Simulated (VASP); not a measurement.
# Te2Mo (P-6m2) in VASP: notebook, part 2 of 2

VASP 6.6.1.

### 3 Single point, r2SCAN

The input, POSCAR:

```
Te2Mo
1.0
    3.5370821734      0.0000000000      0.0000000000
   -1.7685410867      3.0632030175      0.0000000000
    0.0000000000      0.0000000000      7.8268794133
Te Mo
2 1
Direct
    0.3333333333      0.6666666667      0.7705211644
    0.3333333333      0.6666666667      0.2294788356
    0.0000000000      0.0000000000      0.0000000000
```

The input, INCAR.step1:

```
  ALGO = Normal
  EDIFF = 1E-4
  ENCUT = 520
  GGA = PE
  ISMEAR = 0
  LASPH = T
  LCHARG = F
  LREAL = F
  LWAVE = T
  NBANDS = 20
  NELM = 100
  PREC = Accurate
  SIGMA = 0.01
```

The input, INCAR.step2:

```
  ALGO = Normal
  EDIFF = 1E-6
  ENCUT = 520
  ISIF = 2
  ISMEAR = 0
  ISTART = 1
  LASPH = T
  LCHARG = F
  LMIXTAU = T
  LREAL = F
  LWAVE = F
  METAGGA = R2SCAN
  NBANDS = 20
  NELM = 100
  PREC = Accurate
  SIGMA = 0.01
```

The input, KPOINTS:

```
k-points
0
Gamma
  12 12 4
```

Potentials or basis: VASP PAW PBE potentials, release 64 (Te, Mo_sv).

The run is started by

```bash
cat potpaw_PBE.64/Te/POTCAR potpaw_PBE.64/Mo_sv/POTCAR > POTCAR
cp INCAR.step1 INCAR
mpirun -np 1 vasp_std > vasp.out
cp INCAR.step2 INCAR
mpirun -np 1 vasp_std > vasp.out
```

Wall time 3 min (1 thread of Intel Xeon 6975P-C (Granite Rapids), shared host); peak memory 0.28 GiB.

Results (log left out):

- Free energy: -77.7765 eV
- Pressure: 1.1 GPa
- Largest force: 0.008 eV/Å
- Band gap on the k mesh: 1.14 eV (least direct gap 1.16 eV)

Forces on the atoms (eV/Å):
```
Te   0.000  0.000 -0.008
Te   0.000  0.000  0.008
Mo   0.000  0.000  0.000
```

Stress tensor (GPa, compression positive):
```
1.15 0.00 0.00
0.00 1.15 0.00
0.00 0.00 1.07
```

Levels at points of the mesh, in eV from the valence-band top:
| k point | band 9 | band 10 | band 11 | band 12 | band 13 | band 14 | band 15 | band 16 | band 17 | band 18 |
| --- | --- | --- | --- | --- | --- | --- | --- | --- | --- | --- |
| (0.00, 0.00, 0.00) | -1.84 | -1.16 | -1.01 | -1.01 | -0.79 | 3.24 | 3.24 | 3.47 | 3.47 | 5.52 |
| (0.50, 0.00, 0.00) | -3.77 | -2.51 | -1.47 | -0.96 | -0.48 | 1.48 | 1.75 | 3.74 | 3.94 | 3.95 |
| (0.00, 0.00, 0.50) | -1.83 | -1.83 | -1.02 | -1.02 | -0.17 | 3.16 | 3.16 | 3.56 | 3.56 | 6.76 |
| (0.50, 0.00, 0.50) | -3.40 | -2.53 | -2.14 | -0.66 | -0.42 | 1.49 | 1.92 | 3.13 | 3.76 | 4.77 |

Caveat: the PAW data sets were made with another functional, which shifts forces and pressure a little; spin-orbit coupling is left out, which moves the levels of the heavy elements.

### 4 Relaxation of cell and atoms, PBE+D4

This run uses another cell than the first one, of 27.03 Å³/atom.

The input, INCAR:

```
  PREC = Accurate
  ENCUT = 600
  EDIFF = 1E-6
  ISMEAR = -1
  SIGMA = 0.02
  LREAL = False
  LASPH = True
  NELM = 80
  ALGO = Normal
  ISIF = 3
  LWAVE = False
  LCHARG = False
  GGA = PE
  IVDW = 13
  IBRION = 2
  NSW = 80
  EDIFFG = -0.005
```

The input, KPOINTS:

```
regular mesh
0
Gamma
  12 12 4
```

The input, POSCAR:

```
Te2Mo
1.0
    3.4941453541      0.0000000000      0.0000000000
   -1.7470726771      3.0260186412      0.0000000000
    0.0000000000      0.0000000000      7.6681129320
Te Mo
2 1
Direct
    0.3333333333      0.6666666667      0.7626646570
    0.3333333333      0.6666666667      0.2373353430
    0.0000000000      0.0000000000      0.0000000000
```

The run is started by

```bash
cat potpaw_PBE.64/Te/POTCAR potpaw_PBE.64/Mo_sv/POTCAR > POTCAR
mpirun -np 1 vasp_std > vasp.out
```

It took 6.3 min on 1 thread of Intel Xeon 6975P-C (Granite Rapids), shared host; peak memory 0.28 GiB.

The run converged. Its results:

- Free energy: -19.5269 eV
- Relaxed volume: 26.99 Å³/atom
- Relaxed cell: a = 3.497 Å, b = 3.497 Å, c = 7.643 Å, α = 90.00°, β = 90.00°, γ = 120.00°
- Space group after relaxing (to 0.1 Å): P-6m2 (No. 187)
- Energy gained by relaxing: 0.0 meV/atom
- Ionic steps: 20
- Pressure after relaxing: 0.0 GPa
- Band gap on the k mesh: 0.95 eV (least direct gap 1.17 eV)
- Dispersion energy per atom: -0.522 eV

Step by step:
```tsv
step	energy change (eV)	largest force (eV/Å)	pressure (GPa)	volume (Å³)
1	0.0000	0.0003	0.03	81.08
2	0.0000	0.0071	-0.02	81.14
3	-0.0001	0.0086	-0.03	81.15
4	0.0000	0.0109	-0.04	81.18
5	-0.0001	0.0088	-0.02	81.16
6	-0.0001	0.0089	-0.04	81.15
7	-0.0001	0.0141	0.02	81.08
8	-0.0001	0.0161	0.03	81.06
9	-0.0001	0.0128	0.02	81.04
10	-0.0001	0.0026	0.02	80.99
11	-0.0001	0.0006	0.04	81.00
12	-0.0001	0.0037	-0.05	81.03
13	-0.0001	0.0020	-0.05	81.02
14	-0.0001	0.0008	-0.03	81.01
15	-0.0001	0.0064	0.02	80.98
16	-0.0001	0.0067	0.01	80.98
17	-0.0001	0.0055	0.01	80.97
18	-0.0001	0.0045	0.02	80.95
19	-0.0001	0.0051	0.01	80.97
20	-0.0001	0.0016	-0.02	80.96
```

Final structure:
```cif
data_structure
_symmetry_space_group_name_H-M 'P 1'
_symmetry_Int_Tables_number 1
_cell_length_a 3.4973
_cell_length_b 3.4973
_cell_length_c 7.6433
_cell_angle_alpha 90.000
_cell_angle_beta 90.000
_cell_angle_gamma 120.000
_cell_volume 80.96
loop_
_atom_site_label
_atom_site_type_symbol
_atom_site_fract_x
_atom_site_fract_y
_atom_site_fract_z
_atom_site_occupancy
Te1 Te 0.33333 0.66667 0.76210 1
Te2 Te 0.33333 0.66667 0.23790 1
Mo1 Mo 0.00000 0.00000 0.00000 1
```

Levels at points of the mesh, in eV from the valence-band top:
```tsv
k point	band 10	band 11	band 12	band 13	band 14	band 15	band 16	band 17
(0.00, 0.00, 0.00)	-1.04	-0.97	-0.86	-0.86	3.23	3.23	3.38	3.38
(0.50, 0.00, 0.00)	-2.31	-1.37	-1.03	-0.30	1.46	1.60	3.46	3.79
(0.00, 0.00, 0.50)	-1.64	-0.87	-0.87	-0.23	3.11	3.11	3.52	3.52
(0.50, 0.00, 0.50)	-2.34	-2.24	-0.62	-0.21	1.48	1.87	2.80	3.55
```

Caveat: spin-orbit coupling is left out, which moves the levels of the heavy elements. A k mesh can miss the band edges.

### 5 Relaxation of cell and atoms, PBE+D3(BJ)

This run uses another cell than the first one.

The input, INCAR:

```
ALGO     = Normal         # electronic algorithm
EDIFF    = 1E-6           # SCF threshold, eV
EDIFFG   = -0.005         # ionic threshold
ENCUT    = 600            # plane-wave cutoff, eV
GGA      = PE             # functional
IBRION   = 2              # ionic algorithm
ISIF     = 3              # what is computed and relaxed
ISMEAR   = -1             # smearing method
IVDW     = 12             # dispersion correction
LASPH    = True           # aspherical terms in the spheres
LCHARG   = False          # write CHGCAR
LREAL    = False          # projectors in reciprocal space
LWAVE    = False          # write WAVECAR
NELM     = 60             # most SCF steps
NSW      = 80             # ionic steps
PREC     = Accurate       # precision mode
SIGMA    = 0.02           # smearing width, eV
```

The input, KPOINTS:

```
k-points
0
Gamma
  12 12 2
```

The input, POSCAR:

```
Te2Mo
1.0
    3.5602328140      0.0000000000      0.0000000000
   -1.7801164070      3.0832520603      0.0000000000
    0.0000000000      0.0000000000     17.5240578200
Te Mo
2 1
Direct
    0.3333333300      0.6666666700      0.8978554500
    0.3333333300      0.6666666700      0.1021445500
    0.0000000000      0.0000000000      0.0000000000
```

The run is started by

```bash
cat potpaw_PBE.64/Te/POTCAR potpaw_PBE.64/Mo_sv/POTCAR > POTCAR
mpirun -np 1 vasp_std > vasp.out
```

Run time: 30 min. Hardware: 1 thread of Oxide Virtual Turin-like, shared host; peak memory 0.43 GiB.

It converged, with:

```yaml
Free_energy: -19.2148 eV
Relaxed_cell: a = 3.502 Å, b = 3.502 Å, c = 17.699 Å, α = 90.00°, β = 90.00°, γ = 120.00°
Space_group_after_relaxing_to_0.1_Å: P-6m2 (No. 187)
Energy_gained_by_relaxing: 6.4 meV/atom
Ionic_steps: 16
Largest_force_after_relaxing: 0.004 eV/Å
Band_gap_on_the_k_mesh: 1.19 eV
Dispersion_energy_per_atom: -0.402 eV
```

Forces on the atoms (eV/Å):
```
Te   0.000  0.000 -0.004
Te   0.000  0.000  0.004
Mo   0.000  0.000  0.000
```

The path:
| step | energy change (eV) | largest force (eV/Å) | pressure (GPa) | volume (Å³) |
| --- | --- | --- | --- | --- |
| 1 | 0.0000 | 0.0962 | -0.48 | 192.36 |
| 2 | -0.0162 | 0.2131 | 0.43 | 187.01 |
| 3 | -0.0165 | 0.1988 | 0.27 | 187.62 |
| 4 | -0.0159 | 0.1993 | -0.32 | 188.84 |
| 5 | -0.0193 | 0.0051 | -0.02 | 188.20 |
| 6 | -0.0193 | 0.0090 | -0.02 | 188.19 |
| 7 | -0.0193 | 0.0111 | 0.01 | 188.04 |
| 8 | -0.0193 | 0.0117 | 0.00 | 188.01 |
| 9 | -0.0193 | 0.0126 | 0.00 | 187.94 |
| 10 | -0.0193 | 0.0136 | 0.03 | 187.82 |
| 11 | -0.0193 | 0.0136 | 0.02 | 187.90 |
| 12 | -0.0193 | 0.0128 | 0.03 | 187.92 |
| 13 | -0.0193 | 0.0126 | 0.03 | 187.94 |
| 14 | -0.0193 | 0.0013 | -0.02 | 188.09 |
| 15 | -0.0193 | 0.0055 | 0.00 | 188.01 |
| 16 | -0.0193 | 0.0042 | 0.00 | 188.03 |

Final structure:
```
Te Mo
1.0
     3.50247    0.00000    0.00000
    -1.75123    3.03323    0.00000
     0.00000    0.00000   17.69857
Te Mo
2 1
Cartesian
  0.0000 2.0222 15.8805
  0.0000 2.0222 1.8181
  0.0000 0.0000 0.0000
```

Levels at points of the mesh, in eV from the valence-band top:
```tsv
k point	band 9	band 10	band 11	band 12	band 13	band 14	band 15	band 16	band 17
(0.00, 0.00, 0.00)	-1.60	-1.60	-0.82	-0.82	-0.58	3.21	3.21	3.49	3.49
(0.50, 0.00, 0.00)	-3.35	-2.27	-1.72	-0.78	-0.21	1.50	1.80	3.31	3.73
(0.00, 0.00, 0.50)	-1.60	-1.60	-0.82	-0.82	-0.58	3.21	3.21	3.49	3.49
(0.50, 0.00, 0.50)	-3.35	-2.27	-1.72	-0.78	-0.21	1.50	1.80	3.31	3.73
```

Caveat: there is no dipole correction, which matters where the two faces differ; spin-orbit coupling is left out, which moves the levels of the heavy elements.

### 6 Summary

```csv
task,level,cell,k mesh,cutoff (eV),smearing,gap on the mesh (eV),pressure (GPa),relaxed volume (Å³/atom),largest force (eV/Å)
single point,r2SCAN+rVV10,"a = 3.537, b = 3.537, c = 7.827 Å, angles 90.0, 90.0, 120.0°, 3 atoms, atomic positions A",12 × 12 × 4,520,fermi-dirac 0.02 eV,1.14,0.4,-,0.05
single point,r2SCAN,"a = 3.537, b = 3.537, c = 7.827 Å, angles 90.0, 90.0, 120.0°, 3 atoms, atomic positions A",12 × 12 × 4,520,gaussian 0.01 eV,1.14,1.1,-,0.01
relaxation of cell and atoms,PBE+D4,"relaxed from a = 3.494, b = 3.494, c = 7.668 Å, angles 90.0, 90.0, 120.0°, 3 atoms, atomic positions B",12 × 12 × 4,600,fermi-dirac 0.02 eV,0.95,0.0,26.99,-
relaxation of cell and atoms,PBE+D3(BJ),"relaxed from a = 3.560, b = 3.560, c = 17.524 Å, angles 90.0, 90.0, 120.0°, 3 atoms, atomic positions C",12 × 12 × 2,600,fermi-dirac 0.02 eV,1.19,-,62.68,-
```

Alike in all rows: potentials or basis VASP PAW PBE potentials, release 64 (Te, Mo_sv); no spin polarisation.

Caveats: spin-orbit coupling is left out, which moves the levels of the heavy elements; the PAW data sets were made with another functional, which shifts forces and pressure a little (at least some runs); there is no dipole correction, which matters where the two faces differ (at least some runs).

Absolute energies hang on the potentials; compare differences alone.
